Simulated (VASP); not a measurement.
# In (Im-3m) in VASP: further runs

Runs on In. Level: PBE. Tasks: single point.

Program: VASP 6.6.1. These are calculated values, not measurements. Logs are shortened: lines on timing, memory, paths and dates and some standing lists are left out, and cuts for length are marked.

## Step 1: The cell of the first run

It takes space group Im-3m (No. 229, cubic). The conventional cell has a = 3.760 Å, b = 3.760 Å, c = 3.760 Å, α = 90.00°, β = 90.00°, γ = 90.00°. Within 4.3 Å of In (site symmetry m-3m) lie 14 In at 3.26 to 3.76 Å.

This isn't the form of In at room conditions, which is tetragonal.

## Step 2: Single point, PBE (26.58 Å³/atom)

INCAR reads:

```
SYSTEM = In
ALGO = Normal
EDIFF = 1E-6
ENCUT = 520
GGA = PE
ISIF = 2
ISMEAR = 0
LASPH = .True.
LCHARG = .True.
LELF = .True.
LREAL = .False.
LVHAR = .True.
LWAVE = .False.
NBANDS = 12
NELM = 100
PREC = Accurate
SIGMA = 0.05
```

KPOINTS reads:

```
k-points
0
Gamma
  8 8 8
  0 0 0
```

POSCAR reads:

```
In
1.0
   -1.8800789214      1.8800789214      1.8800789214
    1.8800789214     -1.8800789214      1.8800789214
    1.8800789214      1.8800789214     -1.8800789214
In
1
Direct
    0.0000000000      0.0000000000      0.0000000000
```

Potentials or basis: VASP PAW PBE potentials, release 64 (In_d).

Command:

```console
> cat potpaw_PBE.64/In_d/POTCAR > POTCAR
> mpirun -np 1 vasp_std > vasp.out
```

OUTCAR:

```text
SYSTEM = In
   EDIFF = 1E-6
   ENCUT = 520
   GGA = PE
   ISIF = 2
   ISMEAR = 0
   LASPH = .True.
   LREAL = .False.
   NELM = 100
   PREC = Accurate

 ion  position               nearest neighbor table
   1  0.000  0.000  0.000-

  LATTYP: Found a body centered cubic cell.
 ALAT       =     3.7601578428

  Lattice vectors:

 A1 = (  -1.8800789214,   1.8800789214,   1.8800789214)
 A2 = (   1.8800789214,  -1.8800789214,   1.8800789214)
 A3 = (   1.8800789214,   1.8800789214,  -1.8800789214)

Analysis of symmetry for initial positions (statically):
=====================================================================
 Subroutine PRICEL returns:
 Original cell was already a primitive cell.

 Routine SETGRP: Setting up the symmetry group for a
 body centered cubic supercell.

 Subroutine GETGRP returns: Found 48 space group operations
 (whereof 48 operations were pure point group operations)
 out of a pool of 48 trial point group operations.

The static configuration has the point symmetry O_h .

Analysis of symmetry for dynamics (positions and initial velocities):
=====================================================================
 Subroutine PRICEL returns:
 Original cell was already a primitive cell.

 Routine SETGRP: Setting up the symmetry group for a
 body centered cubic supercell.

 Subroutine GETGRP returns: Found 48 space group operations
 (whereof 48 operations were pure point group operations)
 out of a pool of 48 trial point group operations.

The dynamic configuration has the point symmetry O_h .

 Subroutine INISYM returns: Found 48 space group operations
 (whereof 48 operations are pure point group operations),
 and found     1 'primitive' translations

----------------------------------------------------------------------------------------

                                     Primitive cell

  volume of cell :      26.5820

  direct lattice vectors                    reciprocal lattice vectors
    -1.880078921  1.880078921  1.880078921     0.000000000  0.265946283  0.265946283
     1.880078921 -1.880078921  1.880078921     0.265946283  0.000000000  0.265946283
     1.880078921  1.880078921 -1.880078921     0.265946283  0.265946283  0.000000000

  length of vectors
[... 78 lines left out ...]
   ENCUT  =  520.0 eV  38.22 Ry    6.18 a.u.   6.05  6.05  6.05*2*pi/ulx,y,z
   NELM   =    100;   NELMIN=  2; NELMDL= -5     # of ELM steps
   EDIFF  = 0.1E-05   stopping-criterion for ELM
   LREAL  =      F    real-space projection
   EDIFFG = 0.1E-04   stopping-criterion for IOM
   NSW    =      0    number of steps for IOM
   IBRION =     -1    ionic relax: 0-MD 1-quasi-New 2-CG
   NFREE  =      0    steps in history (QN), initial steepest desc. (CG)
   ISIF   =      2    stress and relaxation
   ISYM   =      2    0-nonsym 1-usesym 2-fastsym
   POTIM  = 0.5000    time-step for ionic-motion
   TEBEG  =    0.0;   TEEND  =   0.0 temperature during run
   PSTRESS=    0.0 pullay stress
   NELECT =      13.0000    total number of electrons
   NUPDOWN=      -1.0000    fix difference up-down
   EMIN   =  10.00;   EMAX   =-10.00  energy-range for DOS
   EFERMI =   0.00;   METHOD = LEGACY
   ISMEAR =     0;   SIGMA  =   0.05  broadening in eV -4-tet -1-fermi 0-gaus
   EFERMI_NEDOS =   21; number of points for ismear=-14 and -15
   IALGO  =     38    algorithm
   IMIX   =      4    mixing-type and parameters
     AMIX     =   0.40;   BMIX     =  1.00
     AMIX_MAG =   1.60;   BMIX_MAG =  1.00
  volume/ion in A,a.u.               =      26.58       179.38
  Fermi-wavevector in a.u.,A,eV,Ry     =   1.289812  2.437392 22.634869  1.663616
  Thomas-Fermi vector in A             =   2.421682
   LORBIT       =      0    0 simple, 1 ext, 2 COOP (PROOUT), +10 PAW based schemes
   GGA     = PE    functional components
   LHFCALC =     F    Hartree Fock is set to
   AEXX    =    0.0000 exact exchange contribution
   IVDW    =     0    specifies the selected vdW correction
   LEPSILON=     F    determine dielectric tensor
   LRPA    =     F    only Hartree local field effects (RPA)
 non-spin polarized calculation
 Gauss-broadening in eV      SIGMA  =   0.05
  energy-cutoff  :      520.00
  volume of cell :       26.58
 maximum number of plane-waves:       736
   NGX = 13   NGY = 13   NGZ = 13

 number of electron      13.0000003 magnetization

 Free energy of the ion-electron system (eV)
  ---------------------------------------------------
  ext. energy  EPLUGINS =         0.00000000
  ---------------------------------------------------
  free energy    TOTEN  =        -2.50979533 eV

  energy without entropy =       -2.50697290  energy(sigma->0) =       -2.50838412

 E-fermi :   7.4709     XC(G=0): -10.1793

 val. band max:        7.4384597246   @ k =  -0.3750   0.5000   0.2500
 cond. band min:       7.4772221352   @ k =  -0.3750   0.3750   0.1250
 fundamental gap:      0.0387624106
 Fermi energy:         7.4708810812

 k-point     1 :       0.0000    0.0000    0.0000
  band No.  band energies     occupation
      1      -7.3215      2.00000
      2      -7.3215      2.00000
      3      -7.3215      2.00000
      4      -7.0549      2.00000
      5      -7.0549      2.00000
      6      -2.0852      2.00000
      7      18.2886      0.00000
      8      18.2886      0.00000
      9      18.2886      0.00000
     10      20.3045      0.00000
     11      20.3045      0.00000
     12      20.3045      0.00000
[... 331 lines left out ...]
 k-point    24 :      -0.3750    0.3750    0.2500
  band No.  band energies     occupation
      1      -7.2997      2.00000
      2      -7.2138      2.00000
      3      -7.1779      2.00000
      4      -7.0940      2.00000
      5      -6.9794      2.00000
      6       2.6188      2.00000
      7       8.4464      0.00000
      8      10.6808      0.00000
      9      12.1763      0.00000
     10      14.9930      0.00000
     11      20.0389      0.00000
     12      22.4686      0.00000

 [... further k-points ...]
[... 5 lines left out ...]
  --------------------------------------------------------------------------------------
  -------------------------------------------------------------------------------------
  Total        0.2875108      0.2875108      0.2875108     -0.0000000     -0.0000000      0.0000000
  in kB       17.3291206     17.3291206     17.3291206     -0.0000000     -0.0000000      0.0000000
  external PRESSURE =      17.3291206 kB  Pullay stress =       0.0000000 kB

 VOLUME and BASIS-vectors are now :
 -----------------------------------------------------------------------------
  energy-cutoff  :      520.00
  volume of cell :       26.58
      direct lattice vectors                 reciprocal lattice vectors
    -1.880078921  1.880078921  1.880078921     0.000000000  0.265946283  0.265946283
     1.880078921 -1.880078921  1.880078921     0.265946283  0.000000000  0.265946283
     1.880078921  1.880078921 -1.880078921     0.265946283  0.265946283  0.000000000

 POSITION                                       TOTAL-FORCE (eV/Angst)
 -----------------------------------------------------------------------------------
      0.00000      0.00000      0.00000        -0.000000      0.000000     -0.000000
 -----------------------------------------------------------------------------------
    total drift:                               -0.000000      0.000000      0.000000

  FREE ENERGIE OF THE ION-ELECTRON SYSTEM (eV)
  ---------------------------------------------------
  free  energy   TOTEN  =        -2.5097953305 eV

  energy  without entropy=       -2.5069729012  energy(sigma->0) =       -2.50838412
```

stdout:

```text
POSCAR found type information on POSCAR In
 POSCAR found :  1 types and       1 ions
 scaLAPACK will be used
 LDA part: xc-table for (Slater+PW92), standard interpolation
 POSCAR, INCAR and KPOINTS ok, starting setup
 FFT: planning ... GRIDC
 FFT: planning ... GRID_SOFT
 FFT: planning ... GRID
 WAVECAR not read
 entering main loop
```

Wall time 5.7 s (1 thread of AMD EPYC 7R13 (Zen 3), shared host); peak memory 0.11 GiB.

What came out:

| Item | Value |
| --- | --- |
| Free energy | -2.5098 eV |
| Pressure | 1.7 GPa |
| Band gap on the k mesh | zero (an odd number of electrons rules out a gap without spin polarisation) |

Caveat: spin-orbit coupling is left out, which moves the levels of the heavy elements.

## Step 3: Single point, PBE (27.90 Å³/atom)

This run uses another cell than the first one, of 27.90 Å³/atom.

INCAR reads:

```
SYSTEM = In
ALGO     = Normal         ! electronic algorithm
EDIFF    = 1E-6           ! SCF threshold, eV
ENCUT    = 520            ! plane-wave cutoff, eV
GGA      = PE             ! functional
ISIF     = 2              ! what is computed and relaxed
ISMEAR   = 0              ! smearing method
LASPH    = .True.         ! aspherical terms in the spheres
LCHARG   = .True.         ! write CHGCAR
LELF     = .True.         ! ELF
LREAL    = .False.        ! projectors in reciprocal space
LVHAR    = .True.       
LWAVE    = .False.        ! write WAVECAR
NBANDS   = 12             ! bands
NELM     = 80             ! most SCF steps
PREC     = Accurate       ! precision mode
SIGMA    = 0.05           ! smearing width, eV
```

KPOINTS is that of step 2.

POSCAR reads:

```
In
1.0
   -1.9105867664      1.9105867664      1.9105867664
    1.9105867664     -1.9105867664      1.9105867664
    1.9105867664      1.9105867664     -1.9105867664
In
1
Direct
    0.0000000000      0.0000000000      0.0000000000
```

Potentials or basis: VASP PAW PBE potentials, release 64 (In_d).

Command:

```console
> cat potpaw_PBE.64/In_d/POTCAR > POTCAR
> mpirun -np 1 vasp_std > vasp.out
```

Run time: 9 s. Hardware: 1 thread of AMD EPYC 7R13 (Zen 3), shared host; peak memory 0.12 GiB.

Results (log left out):

```yaml
Free_energy: -2.5172 eV
Pressure: 0.0 GPa
Band_gap_on_the_k_mesh: zero (an odd number of electrons rules out a gap without spin polarisation)
```

Levels at points of the mesh, in eV from the Fermi level:
```csv
k point,band 4,band 5,band 6,band 7,band 8,band 9
"(0.00, 0.00, 0.00)",-14.50,-14.50,-9.24,10.30,10.30,10.30
"(0.50, 0.00, 0.00)",-14.51,-14.36,-4.04,-3.05,5.51,6.97
"(0.50, 0.50, 0.50)",-14.39,-14.39,0.46,1.14,1.14,1.14
```

Caveat: spin-orbit coupling is left out, which moves the levels of the heavy elements.
